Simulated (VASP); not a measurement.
Runs of VASP 6.6.1 on Os. The structure is that of space group Fm-3m (No. 225), or close to it. The cells are those of the table. This isn't the form of Os at room conditions, which is hcp.

```tsv
task	cell	gap on the mesh (eV)	pressure (GPa)
single point	a = 2.778 Å, angles 60.0°, 1 atom	none	-19.3
single point	a = 2.765, b = 2.765, c = 2.724 Å, angles 60.5, 60.5, 59.0°, 1 atom	none	-9.6
single point	a = 2.751 Å, angles 60.0°, 1 atom	none	(a)
electric field gradients	a = 2.723 Å, angles 60.0°, 1 atom	none	1.8
```

Alike in all rows: level PBE; potentials or basis VASP PAW PBE potentials, release 64 (Os); no spin polarisation; k mesh 14 × 14 × 14; cutoff (eV) 520; smearing fermi-dirac 0.03 eV.

Question: Fill in the values left out.

Answer: (a) -9.7.

Caveats: spin-orbit coupling is left out, which moves the levels of the heavy elements; the cell stands under tension (at least some runs).

A k mesh can miss the band edges, and the runs leave out spin-orbit coupling on Os.

A gap of «none» marks levels without a gap at the run's occupations.
